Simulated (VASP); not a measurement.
# BP (m.bgw) (F-43m) in VASP: single point with PBE

Aim: the single point of BP (m.bgw) with PBE.

All numbers are computed with VASP 6.6.1; they aren't measurements. Logs are shortened: lines on timing, memory, paths and dates and some standing lists are left out, and cuts for length are marked.

**1. The cell of the first run**

It takes space group F-43m (No. 216, cubic). The conventional cell has a = 4.548 Å, b = 4.548 Å, c = 4.548 Å, α = 90.00°, β = 90.00°, γ = 90.00°. B (site symmetry -43m) has 4 P at 1.97 Å within 2.6 Å. P (site symmetry -43m) has 4 B at 1.97 Å within 2.6 Å.

**2. Single point, PBE**

INCAR reads:

```
  ALGO = Normal
  EDIFF = 1E-6
  ENCUT = 500
  GGA = PE
  GGA_COMPAT = F
  ISIF = 2
  ISMEAR = 0
  LASPH = T
  LCHARG = T
  LELF = T
  LREAL = F
  LVHAR = T
  LWAVE = F
  NBANDS = 11
  NELM = 120
  PREC = Accurate
  SIGMA = 0.01
```

KPOINTS reads:

```
k-points
0
Gamma
  6 6 6
```

POSCAR reads:

```
BP
1.0
    0.0000000000      2.2740784649      2.2740784649
    2.2740784649      0.0000000000      2.2740784649
    2.2740784649      2.2740784649      0.0000000000
B P
1 1
Direct
    0.0000000000      0.0000000000      0.0000000000
    0.2500000000      0.2500000000      0.2500000000
```

Potentials or basis: VASP PAW PBE potentials, release 64 (B, P).

Started as:

```
$ cat potpaw_PBE.64/B/POTCAR potpaw_PBE.64/P/POTCAR > POTCAR
$ mpirun -np 1 vasp_std > vasp.out
```

OUTCAR:

```text
EDIFF = 1E-6
   ENCUT = 500
   GGA = PE
   ISIF = 2
   ISMEAR = 0
   LASPH = T
   LREAL = F
   NELM = 120
   PREC = Accurate

 ion  position               nearest neighbor table
   1  0.000  0.000  0.000-   2 1.97   2 1.97   2 1.97   2 1.97
   2  0.250  0.250  0.250-   1 1.97   1 1.97   1 1.97   1 1.97

  LATTYP: Found a face centered cubic cell.
 ALAT       =     4.5481569298

  Lattice vectors:

 A1 = (   0.0000000000,   2.2740784649,   2.2740784649)
 A2 = (   2.2740784649,   0.0000000000,   2.2740784649)
 A3 = (   2.2740784649,   2.2740784649,   0.0000000000)

Analysis of symmetry for initial positions (statically):
=====================================================================
 Subroutine PRICEL returns:
 Original cell was already a primitive cell.

 Routine SETGRP: Setting up the symmetry group for a
 face centered cubic supercell.

 Subroutine GETGRP returns: Found 24 space group operations
 (whereof 24 operations were pure point group operations)
 out of a pool of 48 trial point group operations.

The static configuration has the point symmetry T_d .

Analysis of symmetry for dynamics (positions and initial velocities):
=====================================================================
 Subroutine PRICEL returns:
 Original cell was already a primitive cell.

 Routine SETGRP: Setting up the symmetry group for a
 face centered cubic supercell.

 Subroutine GETGRP returns: Found 24 space group operations
 (whereof 24 operations were pure point group operations)
 out of a pool of 48 trial point group operations.

The dynamic configuration has the point symmetry T_d .

 Subroutine INISYM returns: Found 24 space group operations
 (whereof 24 operations are pure point group operations),
 and found     1 'primitive' translations

----------------------------------------------------------------------------------------

                                     Primitive cell

  volume of cell :      23.5205

  direct lattice vectors                    reciprocal lattice vectors
     0.000000000  2.274078465  2.274078465    -0.219869282  0.219869282  0.219869282
     2.274078465  0.000000000  2.274078465     0.219869282 -0.219869282  0.219869282
     2.274078465  2.274078465  0.000000000     0.219869282  0.219869282 -0.219869282

  length of vectors
     3.216032607  3.216032607  3.216032607     0.380824768  0.380824768  0.380824768

  position of ions in fractional coordinates (direct lattice)
     0.000000000  0.000000000  0.000000000
     0.250000000  0.250000000  0.250000000
[... 76 lines left out ...]
   POTIM  = 0.5000    time-step for ionic-motion
   TEBEG  =    0.0;   TEEND  =   0.0 temperature during run
   PSTRESS=    0.0 pullay stress
   NELECT =       8.0000    total number of electrons
   NUPDOWN=      -1.0000    fix difference up-down
   EMIN   =  10.00;   EMAX   =-10.00  energy-range for DOS
   EFERMI =   0.00;   METHOD = LEGACY
   ISMEAR =     0;   SIGMA  =   0.01  broadening in eV -4-tet -1-fermi 0-gaus
   EFERMI_NEDOS =   21; number of points for ismear=-14 and -15
   IALGO  =     38    algorithm
   IMIX   =      4    mixing-type and parameters
     AMIX     =   0.40;   BMIX     =  1.00
     AMIX_MAG =   1.60;   BMIX_MAG =  1.00
  volume/ion in A,a.u.               =      11.76        79.36
  Fermi-wavevector in a.u.,A,eV,Ry     =   1.142763  2.159508 17.767937  1.305907
  Thomas-Fermi vector in A             =   2.279460
   LORBIT       =      0    0 simple, 1 ext, 2 COOP (PROOUT), +10 PAW based schemes
   GGA     = PE    functional components
   LHFCALC =     F    Hartree Fock is set to
   AEXX    =    0.0000 exact exchange contribution
   IVDW    =     0    specifies the selected vdW correction
   LEPSILON=     F    determine dielectric tensor
   LRPA    =     F    only Hartree local field effects (RPA)
 non-spin polarized calculation
 Gauss-broadening in eV      SIGMA  =   0.01
  energy-cutoff  :      500.00
  volume of cell :       23.52
 maximum number of plane-waves:       610
   NGX = 11   NGY = 11   NGZ = 11

 number of electron       8.0000000 magnetization

 Free energy of the ion-electron system (eV)
  ---------------------------------------------------
  ext. energy  EPLUGINS =         0.00000000
  ---------------------------------------------------
  free energy    TOTEN  =       -12.91356295 eV

  energy without entropy =      -12.91356295  energy(sigma->0) =      -12.91356295

 E-fermi :   7.4709     XC(G=0): -10.8755

 val. band max:        7.3598110258   @ k =   0.0000   0.0000   0.0000
 cond. band min:       8.7021721284   @ k =   0.5000   0.5000   0.0000
 fundamental gap:      1.3423611026
 Fermi energy:         7.4709378219

 k-point     1 :       0.0000    0.0000    0.0000
  band No.  band energies     occupation
      1      -8.0429      2.00000
      2       7.3598      2.00000
      3       7.3598      2.00000
      4       7.3598      2.00000
      5      10.7481      0.00000
      6      10.7481      0.00000
      7      10.7481      0.00000
      8      14.6324      0.00000
      9      18.8260      0.00000
     10      19.4656      0.00000
     11      19.4656      0.00000
[... 197 lines left out ...]
 k-point    16 :      -0.3333    0.5000    0.1667
  band No.  band energies     occupation
      1      -3.0279      2.00000
      2      -0.8346      2.00000
      3       2.0922      2.00000
      4       2.2168      2.00000
      5      11.1918      0.00000
      6      11.7967      0.00000
      7      16.4443      0.00000
      8      17.0911      0.00000
      9      20.2521      0.00000
     10      23.4982      0.00000
     11      23.7455      0.00000

------------------------ aborting loop because EDIFF is reached ----------------------------------------

  FORCE on cell =-STRESS in cart. coord.  units (eV):
  Direction    XX          YY          ZZ          XY          YZ          ZX
  --------------------------------------------------------------------------------------
  -------------------------------------------------------------------------------------
  Total       -0.0091621     -0.0091621     -0.0091621      0.0000000      0.0000000      0.0000000
  in kB       -0.6241064     -0.6241064     -0.6241064      0.0000000      0.0000000      0.0000000
  external PRESSURE =      -0.6241064 kB  Pullay stress =       0.0000000 kB

 VOLUME and BASIS-vectors are now :
 -----------------------------------------------------------------------------
  energy-cutoff  :      500.00
  volume of cell :       23.52
      direct lattice vectors                 reciprocal lattice vectors
     0.000000000  2.274078465  2.274078465    -0.219869282  0.219869282  0.219869282
     2.274078465  0.000000000  2.274078465     0.219869282 -0.219869282  0.219869282
     2.274078465  2.274078465  0.000000000     0.219869282  0.219869282 -0.219869282

 POSITION                                       TOTAL-FORCE (eV/Angst)
 -----------------------------------------------------------------------------------
      0.00000      0.00000      0.00000         0.000000      0.000000      0.000000
      1.13704      1.13704      1.13704        -0.000000     -0.000000     -0.000000
 -----------------------------------------------------------------------------------
    total drift:                                0.000000      0.000000      0.000000

  FREE ENERGIE OF THE ION-ELECTRON SYSTEM (eV)
  ---------------------------------------------------
  free  energy   TOTEN  =       -12.9135629468 eV

  energy  without entropy=      -12.9135629468  energy(sigma->0) =      -12.91356295
```

OSZICAR:

```text
N       E                     dE             d eps       ncg     rms          rms(c)
DAV:   1     0.893658206843E+01    0.89366E+01   -0.38891E+03   352   0.635E+02
DAV:   2    -0.129367287337E+02   -0.21873E+02   -0.20677E+02   457   0.113E+02
DAV:   3    -0.136096175223E+02   -0.67289E+00   -0.67051E+00   452   0.167E+01
DAV:   4    -0.136121446156E+02   -0.25271E-02   -0.25269E-02   399   0.120E+00
DAV:   5    -0.136121583988E+02   -0.13783E-04   -0.13783E-04   418   0.898E-02    0.714E+00
DAV:   6    -0.130106827930E+02    0.60148E+00   -0.13778E+00   397   0.505E+00    0.385E+00
DAV:   7    -0.129208569806E+02    0.89826E-01   -0.22660E-01   436   0.237E+00    0.133E+00
DAV:   8    -0.129130145527E+02    0.78424E-02   -0.26829E-02   411   0.932E-01    0.191E-01
DAV:   9    -0.129133462537E+02   -0.33170E-03   -0.71932E-04   400   0.180E-01    0.123E-01
DAV:  10    -0.129135506737E+02   -0.20442E-03   -0.24933E-04   404   0.995E-02    0.276E-02
DAV:  11    -0.129135620627E+02   -0.11389E-04   -0.13049E-05   432   0.232E-02    0.336E-02
DAV:  12    -0.129135630880E+02   -0.10253E-05   -0.48876E-06   385   0.108E-02    0.156E-02
DAV:  13    -0.129135629468E+02    0.14122E-06   -0.13502E-07   206   0.240E-03
   1 F= -.12913563E+02 E0= -.12913563E+02  d E =-.182890E-57
```

It took 5.7 s on 1 thread of AMD EPYC 7R13 (Zen 3), shared host; peak memory 0.1 GiB.

What came out:

| Item | Value |
| --- | --- |
| Free energy | -12.9136 eV |
| Pressure | -0.1 GPa |
| Band gap on the k mesh | 1.34 eV, indirect (least direct gap 3.39 eV) |

A k mesh can miss the band edges. A hybrid or GW would open this gap; PBE tends to underestimate it.
